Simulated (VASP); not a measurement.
A run of VASP 6.6.1:

File POSCAR:

```
Ga
1.0
   -1.6983540166      1.6983540166      1.6983540166
    1.6983540166     -1.6983540166      1.6983540166
    1.6983540166      1.6983540166     -1.6983540166
Ga
1
Direct
    0.0000000000      0.0000000000      0.0000000000
```

INCAR.step1

```
PREC = Accurate
ENCUT = 600
ISMEAR = -1
SIGMA = 0.1
LREAL = F
LASPH = T
NELM = 100
GGA = PE
ALGO = Normal
EDIFF = 1E-4
LWAVE = T
LCHARG = F
```

The input INCAR.step2:

```
PREC = Accurate
ENCUT = 600
EDIFF = 1E-6
ISMEAR = -1
SIGMA = 0.1
LREAL = F
LASPH = T
NELM = 100
ALGO = Normal
ISIF = 3
LWAVE = F
LCHARG = F
METAGGA = R2SCAN
LMIXTAU = T
IBRION = 2
NSW = 80
EDIFFG = -0.01
ISTART = 1
```

File KPOINTS:

```
regular mesh
0
Gamma
  13 13 13
```

Potentials or basis: VASP PAW PBE potentials, release 64 (Ga_d).

Run with:

```console
$ cat potpaw_PBE.64/Ga_d/POTCAR > POTCAR
$ cp INCAR.step1 INCAR
$ mpirun -np 1 vasp_std > vasp.out
$ cp INCAR.step2 INCAR
$ mpirun -np 1 vasp_std > vasp.out
```

Hardware: 1 thread of Intel(R) Xeon(R) Platinum 8259CL CPU @ 2.50GHz (Skylake/Cascade Lake) (shared host).

Problem. How long does it take, and how much memory?

Solution. Wall time 110 s on 1 thread of Intel(R) Xeon(R) Platinum 8259CL CPU @ 2.50GHz (Skylake/Cascade Lake), on a shared host, peak memory 0.16 GiB. Counts: k points 84, ion steps 3.
